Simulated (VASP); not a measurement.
Here is a VASP 6.6.1 calculation.

INCAR

```
SYSTEM = SnO2
PREC     = Accurate       ! precision mode
ENCUT    = 520            ! plane-wave cutoff, eV
EDIFF    = 1E-6           ! SCF threshold, eV
ISMEAR   = -1             ! smearing method
SIGMA    = 0.02           ! smearing width, eV
LREAL    = .FALSE.        ! projectors in reciprocal space
LASPH    = .TRUE.         ! aspherical terms in the spheres
NELM     = 100            ! most SCF steps
ALGO     = Normal         ! electronic algorithm
ISIF     = 2              ! what is computed and relaxed
LWAVE    = .FALSE.        ! write WAVECAR
LCHARG   = .FALSE.        ! write CHGCAR
GGA      = PS             ! functional
NBANDS   = 35             ! bands
```

KPOINTS

```
regular mesh
0
G
  6 6 8
  0 0 0
```

Contents of POSCAR:

```
SnO2
1.0
    4.7684525686      0.0000000000      0.0000000000
    0.0000000000      4.7684525686      0.0000000000
    0.0000000000      0.0000000000      3.2113954001
Sn O
2 4
Direct
    0.0000000000      0.0000000000      0.0000000000
    0.5000000000      0.5000000000      0.5000000000
    0.3062948558      0.3062948558      0.0000000000
    0.1937051442      0.8062948558      0.5000000000
    0.6937051442      0.6937051442      0.0000000000
    0.8062948558      0.1937051442      0.5000000000
```

Potentials or basis: VASP PAW PBE potentials, release 64 (Sn_d, O).

Command:

```console
$ cat potpaw_PBE.64/Sn_d/POTCAR potpaw_PBE.64/O/POTCAR > POTCAR
$ mpirun -np 1 vasp_std > vasp.out
```

**Question.** What does it give for the band gap on the k mesh?

**Answer.** 0.92 eV, direct.

**Question.** Predict the pressure.

**Answer.** 0.7 GPa.

**Question.** Predict the largest force.

**Answer.** 0.020 eV/Å.

Stress tensor (GPa, compression positive):
```
0.59 0.00 0.00
0.00 0.59 0.00
0.00 0.00 0.96
```

Caveat: the PAW data sets were made with another functional, which shifts forces and pressure a little; spin-orbit coupling is left out, which moves the levels of the heavy elements.
